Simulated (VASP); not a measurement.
# Ti3Al (P-6m2) in VASP: further runs, part 2 of 2

VASP 6.6.1.

### Step 4. Single point, r2SCAN

POSCAR

```
Ti3Al
1.0
    2.9275422229      0.0000000000      0.0000000000
   -1.4637711114      2.5353259357      0.0000000000
    0.0000000000      0.0000000000      9.2263620000
Ti Al
3 1
Direct
    0.3333333333      0.6666666667      0.2494060000
    0.3333333333      0.6666666667      0.7505940000
    0.6666666667      0.3333333333      0.0000000000
    0.6666666667      0.3333333333      0.5000000000
```

INCAR.step1

```
SYSTEM = Ti3Al
PREC = Accurate
ENCUT = 520
ISMEAR = -1
SIGMA = 0.05
LREAL = .False.
LASPH = .True.
NELM = 80
NBANDS = 28
GGA = PE
ALGO = Normal
EDIFF = 1E-4
LWAVE = .True.
LCHARG = .False.
```

INCAR.step2

```
SYSTEM = Ti3Al
PREC = Accurate
ENCUT = 520
EDIFF = 1E-6
ISMEAR = -1
SIGMA = 0.05
LREAL = .False.
LASPH = .True.
NELM = 80
ALGO = Normal
ISIF = 2
LWAVE = .False.
LCHARG = .False.
METAGGA = R2SCAN
LMIXTAU = .True.
NBANDS = 28
ISTART = 1
```

KPOINTS

```
Automatic mesh
0
Gamma
  6 6 2
  0 0 0
```

Potentials or basis: VASP PAW PBE potentials, release 64 (Ti_sv, Al).

Launch:

```console
$ cat potpaw_PBE.64/Ti_sv/POTCAR potpaw_PBE.64/Al/POTCAR > POTCAR
$ cp INCAR.step1 INCAR
$ mpirun -np 1 vasp_std > vasp.out
$ cp INCAR.step2 INCAR
$ mpirun -np 1 vasp_std > vasp.out
```

OUTCAR:

```text
SYSTEM = Ti3Al
   PREC = Accurate
   ENCUT = 520
   EDIFF = 1E-6
   ISMEAR = -1
   LREAL = .False.
   LASPH = .True.
   NELM = 80
   ISIF = 2
   METAGGA = R2SCAN
   ISTART = 1

 ion  position               nearest neighbor table
   1  0.333  0.667  0.249-   3 2.86   3 2.86   3 2.86   4 2.86   4 2.86   4 2.86
   2  0.333  0.667  0.751-   3 2.86   3 2.86   3 2.86   4 2.86   4 2.86   4 2.86
   3  0.667  0.333  0.000-   1 2.86   2 2.86   1 2.86   2 2.86   1 2.86   2 2.86
[... 623 lines left out ...]
  Direction    XX          YY          ZZ          XY          YZ          ZX
  --------------------------------------------------------------------------------------
  -------------------------------------------------------------------------------------
  Total       -0.2341031     -0.2341031     -0.1333587     -0.0000000      0.0000000      0.0000000
  in kB       -5.4770947     -5.4770947     -3.1200719     -0.0000000      0.0000000      0.0000000
  external PRESSURE =      -4.6914205 kB  Pullay stress =       0.0000000 kB

 VOLUME and BASIS-vectors are now :
 -----------------------------------------------------------------------------
  energy-cutoff  :      520.00
  volume of cell :       68.48
      direct lattice vectors                 reciprocal lattice vectors
     2.927542223  0.000000000  0.000000000     0.341583459  0.197213302  0.000000000
    -1.463771111  2.535325936  0.000000000     0.000000000  0.394426604  0.000000000
     0.000000000  0.000000000  9.226362000     0.000000000  0.000000000  0.108385082

 POSITION                                       TOTAL-FORCE (eV/Angst)
 -----------------------------------------------------------------------------------
     -0.00000      1.69022      2.30111         0.000000     -0.000000      0.077067
     -0.00000      1.69022      6.92525        -0.000000     -0.000000     -0.077067
      1.46377      0.84511      0.00000        -0.000000      0.000000      0.000000
      1.46377      0.84511      4.61318         0.000000     -0.000000      0.000000
 -----------------------------------------------------------------------------------
    total drift:                               -0.000003      0.000002      0.000000

  FREE ENERGIE OF THE ION-ELECTRON SYSTEM (eV)
  ---------------------------------------------------
  free  energy   TOTEN  =       -46.1974207479 eV

  energy  without entropy=      -46.1770387834  energy(sigma->0) =      -46.18722977
```

OUTCAR.step1:

```text
SYSTEM = Ti3Al
   PREC = Accurate
   ENCUT = 520
   ISMEAR = -1
   LREAL = .False.
   LASPH = .True.
[... 650 lines left out ...]
     -0.00000      1.69022      6.92525        -0.000000      0.000000     -0.051448
      1.46377      0.84511      0.00000         0.000000     -0.000000      0.000000
      1.46377      0.84511      4.61318         0.000000     -0.000000      0.000000
 -----------------------------------------------------------------------------------
    total drift:                                0.000000     -0.000000      0.000000

  FREE ENERGIE OF THE ION-ELECTRON SYSTEM (eV)
  ---------------------------------------------------
  free  energy   TOTEN  =       -27.8047553391 eV

  energy  without entropy=      -27.7777210252  energy(sigma->0) =      -27.79123818
```

OSZICAR.step1:

```text
N       E                     dE             d eps       ncg     rms          rms(c)
DAV:   1     0.475944180386E+03    0.47594E+03   -0.19811E+04   784   0.164E+03
DAV:   2     0.272077115062E+02   -0.44874E+03   -0.44037E+03   788   0.497E+02
DAV:   3    -0.256724055177E+02   -0.52880E+02   -0.51332E+02  1372   0.143E+02
DAV:   4    -0.312253983805E+02   -0.55530E+01   -0.55216E+01  1160   0.420E+01
DAV:   5    -0.314827598791E+02   -0.25736E+00   -0.25723E+00  1160   0.819E+00    0.150E+01
DAV:   6    -0.279280713311E+02    0.35547E+01   -0.17637E+01  1116   0.348E+01    0.425E+00
DAV:   7    -0.281299343193E+02   -0.20186E+00   -0.47382E+00  1268   0.157E+01    0.587E+00
DAV:   8    -0.278166378403E+02    0.31330E+00   -0.34631E+00  1160   0.830E+00    0.253E+00
DAV:   9    -0.277951700906E+02    0.21468E-01   -0.19288E-01  1172   0.303E+00    0.144E+00
DAV:  10    -0.278041179200E+02   -0.89478E-02   -0.80344E-02  1044   0.239E+00    0.267E-01
DAV:  11    -0.278045002927E+02   -0.38237E-03   -0.18012E-02  1184   0.115E+00    0.171E-01
DAV:  12    -0.278047587804E+02   -0.25849E-03   -0.10239E-03   996   0.348E-01    0.655E-02
DAV:  13    -0.278047553391E+02    0.34413E-05   -0.23558E-04   716   0.143E-01
   1 F= -.27804755E+02 E0= -.27791238E+02  d E =-.270343E-01
```

It took 4.7 min on 1 thread of Intel Xeon 8259CL, shared host; peak memory 0.21 GiB.

What came out:

```
Free energy   : -46.1974 eV
Pressure      : -0.5 GPa
Largest force : 0.077 eV/Å
```

Forces in eV/Å, atoms in the order of the input:
```
Ti   0.000  0.000  0.077
Ti   0.000  0.000 -0.077
Ti   0.000  0.000  0.000
Al   0.000  0.000  0.000
```

Caveat: the k points lie up to 0.41 Å⁻¹ apart; the PAW data sets were made with another functional, which shifts forces and pressure a little.

### Step 5. Single point, PBEsol (volume scaled by 0.94)

INCAR

```
ALGO = Normal
EDIFF = 1E-6
ENCUT = 520
GGA = PS
ISIF = 2
ISMEAR = -1
LASPH = T
LCHARG = T
LELF = T
LREAL = F
LVHAR = T
LWAVE = F
NBANDS = 28
NELM = 100
PREC = Accurate
SIGMA = 0.05
```

KPOINTS

```
k-points
0
Gamma
  10 10 3
```

POSCAR

```
Ti3Al
1.0
    2.8677796942      0.0000000000      0.0000000000
   -1.4338898471      2.4835700677      0.0000000000
    0.0000000000      0.0000000000      9.0380160492
Ti Al
3 1
Direct
    0.3333333333      0.6666666667      0.2494060000
    0.3333333333      0.6666666667      0.7505940000
    0.6666666667      0.3333333333      0.0000000000
    0.6666666667      0.3333333333      0.5000000000
```

Launch:

```console
$ cat potpaw_PBE.64/Ti_sv/POTCAR potpaw_PBE.64/Al/POTCAR > POTCAR
$ mpirun -np 1 vasp_std > vasp.out
```

It took 57 s on 1 thread of Intel Xeon 6975P-C, shared host; peak memory 0.2 GiB.

It converged, with:

| Item | Value |
| --- | --- |
| Free energy | -29.6161 eV |
| Pressure | 3.6 GPa |
| Largest force | 0.060 eV/Å |

Forces in eV/Å, atoms in the order of the input:
```
Ti   0.000  0.000 -0.060
Ti   0.000  0.000  0.060
Ti   0.000  0.000  0.000
Al   0.000  0.000  0.000
```

Stress tensor (GPa, compression positive):
```
3.30 0.00 0.00
0.00 3.30 0.00
0.00 0.00 4.25
```

Levels at points of the mesh, in eV from the Fermi level:
```csv
k point,band 17,band 18,band 19,band 20,band 21,band 22,band 23,band 24
"(0.00, 0.00, 0.00)",-0.76,0.58,0.77,0.86,0.86,0.96,0.96,1.30
"(0.50, 0.00, 0.00)",-1.56,-1.33,-0.68,-0.34,0.93,1.11,1.23,1.85
```

Caveat: the PAW data sets were made with another functional, which shifts forces and pressure a little.

### Step 6. Single point, PBEsol (volume scaled by 0.96)

INCAR, as its differences from that of step 5:

```diff
@@ -1,3 +1,3 @@
 ALGO = Normal
-EDIFF = 1E-6
+EDIFF = 1E-7
 ENCUT = 520
@@ -13,3 +13,3 @@
 NBANDS = 28
-NELM = 100
+NELM = 80
 PREC = Accurate
```

KPOINTS is that of step 5.

POSCAR

```
Ti3Al
1.0
    2.8879759913      0.0000000000      0.0000000000
   -1.4439879956      2.5010605740      0.0000000000
    0.0000000000      0.0000000000      9.1016661466
Ti Al
3 1
Direct
    0.3333333333      0.6666666667      0.2494060000
    0.3333333333      0.6666666667      0.7505940000
    0.6666666667      0.3333333333      0.0000000000
    0.6666666667      0.3333333333      0.5000000000
```

Potentials or basis: VASP PAW PBE potentials, release 64 (Ti_sv, Al).

Launch:

```console
$ cat potpaw_PBE.64/Ti_sv/POTCAR potpaw_PBE.64/Al/POTCAR > POTCAR
$ mpirun -np 1 vasp_std > vasp.out
```

Run time: 72 s. Hardware: 1 thread of Intel Xeon 6975P-C, shared host; peak memory 0.21 GiB.

It converged, with:

- Free energy: -29.6361 eV
- Pressure: 1.0 GPa
- Largest force: 0.070 eV/Å

Forces on the atoms (eV/Å):
```
Ti   0.000  0.000 -0.070
Ti   0.000  0.000  0.070
Ti   0.000  0.000  0.000
Al   0.000  0.000  0.000
```

Stress tensor (GPa, compression positive):
```
0.77 0.00 0.00
0.00 0.77 0.00
0.00 0.00 1.43
```

Levels at points of the mesh, in eV from the Fermi level:
| k point | band 18 | band 19 | band 20 | band 21 | band 22 | band 23 |
| --- | --- | --- | --- | --- | --- | --- |
| (0.00, 0.00, 0.00) | 0.54 | 0.76 | 0.84 | 0.84 | 0.94 | 0.94 |
| (0.50, 0.00, 0.00) | -1.29 | -0.67 | -0.36 | 0.92 | 1.07 | 1.19 |

Caveat: the PAW data sets were made with another functional, which shifts forces and pressure a little.

### Step 7. Summary

```tsv
level	potentials or basis	cell	k mesh	gap on the mesh (eV)	pressure (GPa)	largest force (eV/Å)
LDA	VASP PAW LDA potentials, release 64 (Ti_sv, Al)	a = 2.928, b = 2.928, c = 9.226 Å, angles 90.0, 90.0, 120.0°, 4 atoms	6 × 6 × 2	none	-7.0	0.07
PBEsol	VASP PAW PBE potentials, release 64 (Ti_sv, Al)	a = 2.928, b = 2.928, c = 9.226 Å, angles 90.0, 90.0, 120.0°, 4 atoms	6 × 6 × 2	none	-3.5	0.02
r2SCAN	VASP PAW PBE potentials, release 64 (Ti_sv, Al)	a = 2.928, b = 2.928, c = 9.226 Å, angles 90.0, 90.0, 120.0°, 4 atoms	6 × 6 × 2	none	-0.5	0.08
PBEsol	VASP PAW PBE potentials, release 64 (Ti_sv, Al)	a = 2.868, b = 2.868, c = 9.038 Å, angles 90.0, 90.0, 120.0°, 4 atoms	10 × 10 × 3	none	3.6	0.06
PBEsol	VASP PAW PBE potentials, release 64 (Ti_sv, Al)	a = 2.888, b = 2.888, c = 9.102 Å, angles 90.0, 90.0, 120.0°, 4 atoms	10 × 10 × 3	none	1.0	0.07
```

Alike in all rows: task single point; no spin polarisation; cutoff (eV) 520; smearing fermi-dirac 0.05 eV.

Caveats: some runs use coarse meshes; the PAW data sets were made with another functional, which shifts forces and pressure a little (some runs).

Absolute energies hang on the potentials; compare differences alone.
